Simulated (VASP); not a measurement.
A run of VASP 6.6.1 is set up as follows.

File INCAR:

```
ALGO = Normal
EDIFF = 1E-7
ENCUT = 520
GGA = PE
ISIF = 2
ISMEAR = -1
ISPIN = 2
LASPH = T
LCHARG = T
LELF = T
LORBIT = 11
LREAL = Auto
LVHAR = T
LWAVE = F
MAGMOM = 0.5 0 0 0 0 0.5 0 0 0 0 0 0 0 0 0 0 0 0 0 0 0 0 0
NBANDS = 82
NELECT = 121.0
NELM = 150
PREC = Accurate
SIGMA = 0.01
```

The input KPOINTS:

```
k-points
0
Gamma
  3 3 3
```

The input POSCAR:

```
Si8O15
1.0
    0.0000000000      4.9926472100      6.9339264200
    4.9926472100      0.0000000000      6.9339264200
    4.9926472100      4.9926472100      0.0000000000
Si O
8 15
Direct
    0.2260653407      0.2741749485      0.4634397300
    0.7496313795      0.7656553048      0.9422579092
    0.0772358285      0.6737604089      0.1212182658
    0.5802280748      0.1778327077      0.6112827097
    0.4137327907      0.8271277612      0.3894191385
    0.9323782588      0.3238715692      0.8791007560
    0.0040853258     -0.0025723267      0.2893593839
    0.5106972226      0.4831983683      0.8033521863
    0.5784454999      0.7793375527      0.1633289038
    0.4866202736      0.3223387990      0.7748928917
    0.9684451012      0.8470835165      0.2574848761
    0.3835671951      0.2980663425      0.4956636060
    0.9259600398      0.7753882842      0.9608952526
    0.2047229046      0.8520366978      0.4020204837
    0.7392978423      0.3348803350      0.8758674623
    0.0638462303      0.1281770730      0.0563771930
    0.5292246179      0.6405634202      0.5821030972
    0.3335163355      0.0476769627      0.4295743493
    0.8825920008      0.5402987668      0.8722666799
    0.3154642160      0.6059750787      0.9907659837
    0.7832697271      0.1642275638      0.4315575438
    0.0828031311      0.4676176923      0.2935846681
    0.6342074884      0.9471378578      0.7467636542
```

Potentials or basis: VASP PAW PBE potentials, release 64 (Si, O).

The run is started by

```sh
$ cat potpaw_PBE.64/Si/POTCAR potpaw_PBE.64/O/POTCAR > POTCAR
$ mpirun -np 1 vasp_std > vasp.out
```

(1) What does it give for the site moments?

(2) Predict the largest force.

(3) Predict the net moment.

Answers

(1) Si +0.08, +0.01, +0.00, +0.10; O +0.01, +0.00, +0.05, +0.03, +0.04 μB.

(2) 0.085 eV/Å.

(3) 1.00 μB per cell.

Caveat: the cell carries a net charge on a neutralising background, which shifts energy and pressure.
